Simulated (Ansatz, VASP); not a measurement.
One calculation of Al, two programs

The input INCAR:

```
SYSTEM = Al
ALGO     = Normal         ! electronic algorithm
EDIFF    = 1E-8           ! SCF threshold, eV
ENCUT    = 520            ! plane-wave cutoff, eV
GGA      = PS             ! functional
ISIF     = 2              ! what is computed and relaxed
ISMEAR   = -1             ! smearing method
LASPH    = .TRUE.         ! aspherical terms in the spheres
LCHARG   = .FALSE.        ! write CHGCAR
LEFG     = .TRUE.       
LREAL    = .FALSE.        ! projectors in reciprocal space
LWAVE    = .FALSE.        ! write WAVECAR
NBANDS   = 10             ! bands
NELM     = 80             ! most SCF steps
PREC     = Accurate       ! precision mode
SIGMA    = 0.03           ! smearing width, eV
```

File KPOINTS:

```
k-points
0
G
  18 18 10
  0 0 0
```

The input POSCAR:

```
Al
1.0
    2.8717451011      0.0000000000      0.0000000000
   -1.4358725505      2.4870042108      0.0000000000
    0.0000000000      0.0000000000      4.6586341472
Al
2
Direct
    0.3333333333      0.6666666667      0.2500000000
    0.6666666667      0.3333333333      0.7500000000
```

Input for Ansatz:

```yaml
crystal:
  lattice:
    - [2.8717451011, 0.0, 0.0]
    - [-1.4358725505, 2.4870042108, 0.0]
    - [0.0, 0.0, 4.6586341472]
  atoms:
    - { symbol: Al, position: [0.3333333333, 0.6666666667, 0.25] }
    - { symbol: Al, position: [0.6666666667, 0.3333333333, 0.75] }
kpoints:
  mp_grid: { grid: [18, 18, 10] }
  band_path:
    path:
      - [0.0, 0.0, 0.0]
      - [0.5, 0.0, 0.0]
      - [0.3333333333, 0.3333333333, 0.0]
      - [0.0, 0.0, 0.0]
      - [0.0, 0.0, 0.5]
      - [0.5, 0.0, 0.5]
      - [0.3333333333, 0.3333333333, 0.5]
      - [0.0, 0.0, 0.5]
      - [0.5, 0.0, 0.5]
    npoints: 5
scf:
  occupations: { method: fermi_dirac, width: 0.03 }
hamiltonian:
  xc: pbesol
  pseudopotentials: { kind: paw }
output:
  forces: true
  stress: true
  eigenvalues: true
  efg: { contact_densities: true }
  write_density: true
  write_potential: true
  elf: true
  volumetric_format: npy
```

Alike in both runs: task electric field gradients; functional PBEsol; k mesh 18 × 18 × 10; occupations fermi-dirac, width 0.03 eV; no spin polarisation.

|  | VASP | Ansatz |
| --- | --- | --- |
| version | VASP 6.6.1 | Ansatz 0.2.0 |
| potentials or method | VASP PAW PBE potentials, release 64 (Al) | PAW with Ansatz's default frozen-core files, scalar-relativistic |
| plane-wave cutoff (eV) | 520 | 420 |
| valence electrons in the cell | 6 | 6 |

VASP gave:

```
pressure (GPa)                                       : -1.4
size of Vzz on the site where it differs most (V/Å²) : 1.0
```

Q: Estimate Ansatz's values.

A: Pressure (GPa): -1.5; size of Vzz on the site where it differs most (V/Å²): 0.9.

VASP's potentials were made for PBE, not for PBEsol.
